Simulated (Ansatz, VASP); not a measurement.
One calculation of GaAs, two programs

```
Ga As
1.0
     0.00000    2.62902    2.62902
     2.62902    0.00000    2.62902
     2.62902    2.62902    0.00000
Ga As
1 1
Cartesian
  0.0000 0.0000 0.0000
  2.6290 2.6290 2.6290
```

Alike in both runs: functional LDA; k mesh 13 × 13 × 13; occupations fermi-dirac, width 0.1 eV; no spin polarisation.

Ansatz relaxed the structure, and its values are those at the end. VASP's run is a single point on that final structure, the one shown.

|  | VASP | Ansatz |
| --- | --- | --- |
| version | VASP 6.6.1 | Ansatz 0.2.0 |
| potentials or method | VASP PAW LDA potentials, release 64 (Ga_d, As) | PAW with Ansatz's default frozen-core files, scalar-relativistic |
| plane-wave cutoff (eV) | 520 | 420 |
| valence electrons in the cell | 18 | 28 |

```tsv
	VASP	Ansatz	Ansatz less VASP
pressure (GPa)	0.6	0.0	-0.61
```

LDA's correlation is that of Perdew and Zunger in VASP and of Perdew and Wang (1992) in Ansatz. VASP's potentials hold 18 valence electrons a cell and Ansatz's 28, so a difference there can come from the potentials and not from the codes.
